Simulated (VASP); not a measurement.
Te:

```
Te
1.0
     4.42411    0.00000    0.00000
    -2.21205    3.83139    0.00000
     0.00000    0.00000    5.88424
Te
3
Direct
  0.73100 0.73100 0.00000
  0.00000 0.26900 0.66667
  0.26900 0.00000 0.33333
```

Base run:

* Program: VASP 6.6.1
* Functional: r2SCAN
* Potentials or basis: VASP PAW PBE potentials, release 64 (Te)
* Cutoff: 520 eV
* k mesh: 7 × 7 × 5
* Occupations: fermi-dirac, width 0.05 eV
* Spin: no spin polarisation

Its results: band gap on the k mesh 0.73 eV, indirect (least direct gap 0.94 eV); pressure 2.0 GPa; largest force 0.049 eV/Å.

The run is repeated on the same cell with these changes: functional from r2SCAN to PBEsol; further incar settings from ALGO = Normal; EDIFF = 1e-07; NBANDS = 16 to ALGO = Normal; EDIFF = 1e-06; NBANDS = 16. What comes out?

Band gap on the k mesh 0.58 eV, indirect (least direct gap 0.77 eV); pressure 0.1 GPa; largest force 0.236 eV/Å.

Caveats: the PAW data sets were made with another functional, which shifts forces and pressure a little; spin-orbit coupling is left out, which moves the levels of the heavy elements.

A k mesh can miss the band edges.
